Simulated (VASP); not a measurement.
# BeS (rocksalt type) (Fm-3m) in VASP: further runs

Runs on BeS (rocksalt type). Level: LDA. Tasks: single point.

All numbers are computed with VASP 6.6.1; they aren't measurements. Logs are shortened: lines on timing, memory, paths and dates and some standing lists are left out, and cuts for length are marked.

## Step 1: The cell of the first run

Symmetry: Fm-3m, No. 225, cubic system. The conventional cell has a = 3.357 Å, b = 3.357 Å, c = 3.357 Å, α = 90.00°, β = 90.00°, γ = 90.00°. Be (site symmetry m-3m) has 6 S at 1.68 Å within 2.2 Å. Within 2.2 Å of S (site symmetry m-3m) lie 6 Be at 1.68 Å.

## Step 2: Single point, LDA (volume scaled by 0.4)

Contents of INCAR:

```
  PREC = Accurate
  ENCUT = 600
  EDIFF = 1E-6
  ISMEAR = -1
  SIGMA = 0.08
  LREAL = False
  LASPH = True
  NELM = 120
  ALGO = Normal
  ISIF = 2
  LWAVE = False
  LCHARG = False
  GGA = CA
  NBANDS = 11
  GGA_COMPAT = False
```

Contents of KPOINTS:

```
Automatic mesh
0
Gamma
  17 17 17
```

Contents of POSCAR:

```
BeS
1.0
    0.0000000000      1.6783374464      1.6783374464
    1.6783374464      0.0000000000      1.6783374464
    1.6783374464      1.6783374464      0.0000000000
Be S
1 1
Direct
    0.0000000000      0.0000000000      0.0000000000
    0.5000000000      0.5000000000      0.5000000000
```

Potentials or basis: VASP PAW LDA potentials, release 64 (Be, S).

Command:

```
$ cat potpaw_LDA.64/Be/POTCAR potpaw_LDA.64/S/POTCAR > POTCAR
$ mpirun -np 1 vasp_std > vasp.out
```

OUTCAR:

```text
PREC = Accurate
   ENCUT = 600
   EDIFF = 1E-6
   ISMEAR = -1
   LREAL = False
   LASPH = True
   NELM = 120
   ISIF = 2
   GGA = CA

 ion  position               nearest neighbor table
   1  0.000  0.000  0.000-   2 1.68   2 1.68   2 1.68   2 1.68   2 1.68   2 1.68
   2  0.500  0.500  0.500-   1 1.68   1 1.68   1 1.68   1 1.68   1 1.68   1 1.68

  LATTYP: Found a face centered cubic cell.
 ALAT       =     3.3566748928

  Lattice vectors:

 A1 = (   0.0000000000,   1.6783374464,   1.6783374464)
 A2 = (   1.6783374464,   0.0000000000,   1.6783374464)
 A3 = (   1.6783374464,   1.6783374464,   0.0000000000)

Analysis of symmetry for initial positions (statically):
=====================================================================
 Subroutine PRICEL returns:
 Original cell was already a primitive cell.

 Routine SETGRP: Setting up the symmetry group for a
 face centered cubic supercell.

 Subroutine GETGRP returns: Found 48 space group operations
 (whereof 48 operations were pure point group operations)
 out of a pool of 48 trial point group operations.

The static configuration has the point symmetry O_h .

Analysis of symmetry for dynamics (positions and initial velocities):
=====================================================================
 Subroutine PRICEL returns:
 Original cell was already a primitive cell.

 Routine SETGRP: Setting up the symmetry group for a
 face centered cubic supercell.

 Subroutine GETGRP returns: Found 48 space group operations
 (whereof 48 operations were pure point group operations)
 out of a pool of 48 trial point group operations.

The dynamic configuration has the point symmetry O_h .

 Subroutine INISYM returns: Found 48 space group operations
 (whereof 48 operations are pure point group operations),
 and found     1 'primitive' translations

----------------------------------------------------------------------------------------

                                     Primitive cell

  volume of cell :       9.4551

  direct lattice vectors                    reciprocal lattice vectors
     0.000000000  1.678337446  1.678337446    -0.297913868  0.297913868  0.297913868
     1.678337446  0.000000000  1.678337446     0.297913868 -0.297913868  0.297913868
     1.678337446  1.678337446  0.000000000     0.297913868  0.297913868 -0.297913868

  length of vectors
     2.373527579  2.373527579  2.373527579     0.516001955  0.516001955  0.516001955

[... 81 lines left out ...]
   LREAL  =      F    real-space projection
   EDIFFG = 0.1E-04   stopping-criterion for IOM
   NSW    =      0    number of steps for IOM
   IBRION =     -1    ionic relax: 0-MD 1-quasi-New 2-CG
   NFREE  =      0    steps in history (QN), initial steepest desc. (CG)
   ISIF   =      2    stress and relaxation
   ISYM   =      2    0-nonsym 1-usesym 2-fastsym
   POTIM  = 0.5000    time-step for ionic-motion
   TEBEG  =    0.0;   TEEND  =   0.0 temperature during run
   PSTRESS=    0.0 pullay stress
   NELECT =       8.0000    total number of electrons
   NUPDOWN=      -1.0000    fix difference up-down
   EMIN   =  10.00;   EMAX   =-10.00  energy-range for DOS
   EFERMI =   0.00;   METHOD = LEGACY
   ISMEAR =    -1;   SIGMA  =   0.08  broadening in eV -4-tet -1-fermi 0-gaus
   EFERMI_NEDOS =   21; number of points for ismear=-14 and -15
   IALGO  =     38    algorithm
   IMIX   =      4    mixing-type and parameters
     AMIX     =   0.40;   BMIX     =  1.00
     AMIX_MAG =   1.60;   BMIX_MAG =  1.00
  volume/ion in A,a.u.               =       4.73        31.90
  Fermi-wavevector in a.u.,A,eV,Ry     =   1.548397  2.926045 32.620404  2.397532
  Thomas-Fermi vector in A             =   2.653353
   LORBIT       =      0    0 simple, 1 ext, 2 COOP (PROOUT), +10 PAW based schemes
   GGA     = CA    functional components
   LHFCALC =     F    Hartree Fock is set to
   AEXX    =    0.0000 exact exchange contribution
   IVDW    =     0    specifies the selected vdW correction
   LEPSILON=     F    determine dielectric tensor
   LRPA    =     F    only Hartree local field effects (RPA)
 non-spin polarized calculation
  energy-cutoff  :      600.00
  volume of cell :        9.46
 maximum number of plane-waves:       331
   NGX =  9   NGY =  9   NGZ =  9

 number of electron       8.0000000 magnetization

 Free energy of the ion-electron system (eV)
  ---------------------------------------------------
  ext. energy  EPLUGINS =         0.00000000
  ---------------------------------------------------
  free energy    TOTEN  =         2.03922311 eV

  energy without entropy =        2.04569152  energy(sigma->0) =        2.04245732

 E-fermi :  24.5261     XC(G=0): -15.2464

 val. band max:       24.4505147887   @ k =   0.1765   0.1176   0.0000
 cond. band min:      24.5315839384   @ k =   0.1176   0.0588   0.0000
 fundamental gap:      0.0810691497
 Fermi energy:        24.5261388079

 k-point     1 :       0.0000    0.0000    0.0000
  band No.  band energies     occupation
      1      -3.0873      2.00000
      2      24.4136      1.60665
      3      24.4136      1.60665
      4      24.4136      1.60665
      5      30.6496      0.00000
      6      30.6496      0.00000
      7      30.6496      0.00000
      8      38.1003      0.00000
      9      38.1003      0.00000
     10      39.9408      0.00000
     11      40.2731      0.00000
[... 309 lines left out ...]
 k-point    24 :      -0.1176    0.0588    0.0000
  band No.  band energies     occupation
      1      -2.4335      2.00000
      2      20.1859      2.00000
      3      21.9682      2.00000
      4      24.8258      0.04615
      5      31.3659      0.00000
      6      31.7254      0.00000
      7      31.9082      0.00000
      8      33.3687      0.00000
      9      35.2486      0.00000
     10      40.5306      0.00000
     11      44.8998      0.00000

 [... further k-points ...]
[... 5 lines left out ...]
  --------------------------------------------------------------------------------------
  -------------------------------------------------------------------------------------
  Total       31.9708938     31.9708938     31.9708938     -0.0000000     -0.0000000      0.0000000
  in kB     5417.4824245   5417.4824245   5417.4824245     -0.0000000     -0.0000000      0.0000000
  external PRESSURE =    5417.4824245 kB  Pullay stress =       0.0000000 kB

 VOLUME and BASIS-vectors are now :
 -----------------------------------------------------------------------------
  energy-cutoff  :      600.00
  volume of cell :        9.46
      direct lattice vectors                 reciprocal lattice vectors
     0.000000000  1.678337446  1.678337446    -0.297913868  0.297913868  0.297913868
     1.678337446  0.000000000  1.678337446     0.297913868 -0.297913868  0.297913868
     1.678337446  1.678337446  0.000000000     0.297913868  0.297913868 -0.297913868

 POSITION                                       TOTAL-FORCE (eV/Angst)
 -----------------------------------------------------------------------------------
      0.00000      0.00000      0.00000        -0.000000     -0.000000      0.000000
      1.67834      1.67834      1.67834         0.000000      0.000000     -0.000000
 -----------------------------------------------------------------------------------
    total drift:                                0.000000      0.000000      0.000000

  FREE ENERGIE OF THE ION-ELECTRON SYSTEM (eV)
  ---------------------------------------------------
  free  energy   TOTEN  =         2.0392231109 eV

  energy  without entropy=        2.0456915223  energy(sigma->0) =        2.04245732
```

stdout:

```text
POSCAR found type information on POSCAR BeS
 POSCAR found :  2 types and       2 ions
 scaLAPACK will be used
 LDA part: xc-table for (Slater(with rela. corr.)+CA(PZ))
 , standard interpolation
 POSCAR, INCAR and KPOINTS ok, starting setup
 FFT: planning ... GRIDC
 FFT: planning ... GRID_SOFT
 FFT: planning ... GRID
 WAVECAR not read
 entering main loop
```

Wall time 26 s (1 thread of Intel Xeon 8259CL, shared host); peak memory 0.13 GiB.

What came out:

```yaml
Free_energy: 2.0392 eV
Pressure: 541.7 GPa
Band_gap_on_the_k_mesh: zero (band 4 reaches 25.84 eV, above the bottom of band 5 at 21.50 eV)
```

## Step 3: Single point, LDA (volume scaled by 0.5)

Contents of INCAR:

```
PREC = Accurate ; ENCUT = 600
EDIFF = 1E-6 ; ISMEAR = -1
SIGMA = 0.08 ; LREAL = F
LASPH = T ; NELM = 120
ALGO = Normal ; ISIF = 2
LWAVE = F ; LCHARG = T
GGA = CA ; LELF = T
LVHAR = T ; NBANDS = 11
GGA_COMPAT = F
```

Contents of KPOINTS:

```
regular mesh
0
Gamma
  17 17 17
```

Contents of POSCAR:

```
BeS
1.0
    0.0000000000      1.8079342081      1.8079342081
    1.8079342081      0.0000000000      1.8079342081
    1.8079342081      1.8079342081      0.0000000000
Be S
1 1
Direct
    0.0000000000      0.0000000000      0.0000000000
    0.5000000000      0.5000000000      0.5000000000
```

Potentials or basis: VASP PAW LDA potentials, release 64 (Be, S).

Command:

```
$ cat potpaw_LDA.64/Be/POTCAR potpaw_LDA.64/S/POTCAR > POTCAR
$ mpirun -np 1 vasp_std > vasp.out
```

Wall time 26 s (1 thread of Intel Xeon 8259CL, shared host); peak memory 0.13 GiB.

The run converged. Its results:

```
Free energy            : -3.8576 eV
Pressure               : 288.0 GPa
Band gap on the k mesh : zero (band 4 reaches 19.81 eV, above the bottom of band 5 at 18.41 eV)
```

Levels at points of the mesh, in eV from the Fermi level:
```
           k point  band 1  band 2  band 3  band 4  band 5  band 6  band 7  band 8
(0.00, 0.00, 0.00)  -24.29   -0.58   -0.58   -0.58    6.75    6.75    6.75   12.92
```

[end of part 1 of 2]
